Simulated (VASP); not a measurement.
In5Sb3As2: single point with PBE

Crystal: In5Sb3As2.

```xyz
10
Lattice="6.6094 0.0000 0.0842 0.0000 5.5742 0.0000 -0.3938 0.0000 7.3246" Properties=species:S:1:pos:R:3 pbc="T T T"
In    3.3047    0.0000    0.0421
In    5.8419    0.0000    1.5954
In    1.8847    0.0000    2.8446
In    4.3309    0.0000    4.5641
In    0.3737    0.0000    5.8133
Sb    4.9923    2.7871    3.0797
Sb    1.2233    2.7871    4.3290
Sb    0.0000    2.7871    0.0000
As    2.3890    2.7871    1.7068
As    3.8266    2.7871    5.7019
```

| Quantity | Value |
| --- | --- |
| Program | VASP 6.6.1 |
| Task | single point |
| Functional | PBE |
| Potentials or basis | VASP PAW PBE potentials, release 64 (In_d, Sb, As) |
| Cutoff | 520 eV |
| k mesh | 6 × 8 × 6 |
| Occupations | gaussian, width 0.1 eV |
| Spin | no spin polarisation |

The pressure is 0.0 GPa, the largest force is 0.009 eV/Å and the band gap on the k mesh is zero (bands 45 and 46 overlap by 1.27 eV).

Forces in eV/Å, atoms in the order of the input:
```
In   0.000  0.000  0.000
In  -0.001  0.000  0.000
In  -0.002  0.000  0.009
In   0.002  0.000 -0.009
In   0.001  0.000  0.000
Sb   0.001  0.000 -0.009
Sb  -0.001  0.000  0.009
Sb   0.000  0.000  0.000
As   0.007  0.000 -0.002
As  -0.007  0.000  0.002
```

Levels at points of the mesh, in eV from the Fermi level:
| k point | band 41 | band 42 | band 43 | band 44 | band 45 | band 46 | band 47 | band 48 | band 49 | band 50 |
| --- | --- | --- | --- | --- | --- | --- | --- | --- | --- | --- |
| (0.00, 0.00, 0.00) | -2.28 | -1.66 | -1.47 | -1.07 | 0.12 | 0.47 | 0.48 | 0.96 | 1.04 | 1.51 |
| (0.50, 0.00, 0.00) | -1.58 | -1.52 | -1.20 | -1.14 | -0.79 | -0.21 | 0.10 | 0.43 | 0.58 | 1.44 |
| (0.00, 0.50, 0.00) | -1.85 | -0.74 | -0.68 | 0.24 | 0.33 | 1.08 | 1.47 | 2.06 | 2.19 | 2.20 |
| (0.50, 0.50, 0.00) | -0.46 | 0.14 | 0.21 | 0.29 | 0.41 | 0.68 | 0.95 | 1.31 | 1.46 | 2.08 |
| (0.00, 0.00, 0.50) | -1.51 | -1.06 | -0.94 | -0.88 | -0.79 | -0.59 | -0.43 | 0.12 | 0.77 | 1.13 |
| (0.50, 0.00, 0.50) | -2.39 | -2.16 | -1.96 | -1.63 | -0.18 | 0.85 | 1.28 | 1.32 | 1.69 | 1.84 |
| (0.00, 0.50, 0.50) | -1.56 | -1.19 | -0.83 | -0.49 | -0.24 | 0.12 | 0.37 | 2.21 | 2.55 | 2.81 |
| (0.50, 0.50, 0.50) | -1.34 | -1.17 | -0.76 | -0.69 | 0.18 | 0.79 | 0.83 | 1.86 | 2.27 | 2.39 |

Run time: 47 min on 1 thread of Oxide Virtual Turin-like Processor, on a shared host, peak memory 1.2 GiB.

Caveat: spin-orbit coupling is left out, which moves the levels of the heavy elements.
